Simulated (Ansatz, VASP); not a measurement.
# Al in VASP and in Ansatz

File INCAR:

```
SYSTEM = Al
PREC = Accurate
ENCUT = 520
EDIFF = 1E-6
ISMEAR = -1
SIGMA = 0.1
LREAL = .False.
LASPH = .True.
NELM = 60
ALGO = Normal
ISIF = 2
LWAVE = .False.
LCHARG = .False.
GGA = PE
NBANDS = 14
```

The input KPOINTS:

```
Automatic mesh
0
Gamma
  17 17 5
  0 0 0
```

POSCAR

```
Al
1.0
    2.8060774642      0.0000000000      0.0000000000
   -1.4030387321      2.4301343690      0.0000000000
    0.0000000000      0.0000000000      9.3263232734
Al
4
Direct
    0.0000000000      0.0000000000      1.0000000000
    0.0000000000      0.0000000000      0.5000000000
    0.3333333333      0.6666666667      0.2500000000
    0.6666666667      0.3333333333      0.7500000000
```

Input for Ansatz:

```yaml
crystal:
  lattice:
    - [2.8060774642, 0.0, 0.0]
    - [-1.4030387321, 2.430134369, 0.0]
    - [0.0, 0.0, 9.3263232734]
  atoms:
    - { symbol: Al, position: [0.0, 0.0, 1.0] }
    - { symbol: Al, position: [0.0, 0.0, 0.5] }
    - { symbol: Al, position: [0.3333333333, 0.6666666667, 0.25] }
    - { symbol: Al, position: [0.6666666667, 0.3333333333, 0.75] }
hamiltonian:
  xc: pbe
  pseudopotentials:
    kind: paw
    azcp:
      Al: "pseudopotentials/Al.paw.azcp"
basis:
  ecutwfc: 420
  fft_grid_basis: typed
kpoints:
  mp_grid: { grid: [17, 17, 5], shift: [0, 0, 0] }
magnetization:
  spin_polarized: false
scf:
  occupations: { method: fermi_dirac, width: 0.1 }
output:
  stress: true
```

Alike in both runs: task single point; functional PBE; k mesh 17 × 17 × 5; occupations fermi-dirac, width 0.1 eV; no spin polarisation.

|  | VASP | Ansatz |
| --- | --- | --- |
| version | VASP 6.6.1 | Ansatz 0.2.0 |
| potentials or method | VASP PAW PBE potentials, release 64 (Al), cutoff 520 eV | plane waves (420 eV) with PAW, scalar-relativistic |
| valence electrons in the cell | 12 | 12 |

|  | VASP | Ansatz | Ansatz less VASP |
| --- | --- | --- | --- |
| pressure (GPa) | 3.5 | 3.5 | +0.04 |
| traceless stress, the component that is largest in VASP (GPa) | -0.78 | -0.78 | -0.001 |

With one functional, cell and mesh, what is left measures potentials, basis and numerics.
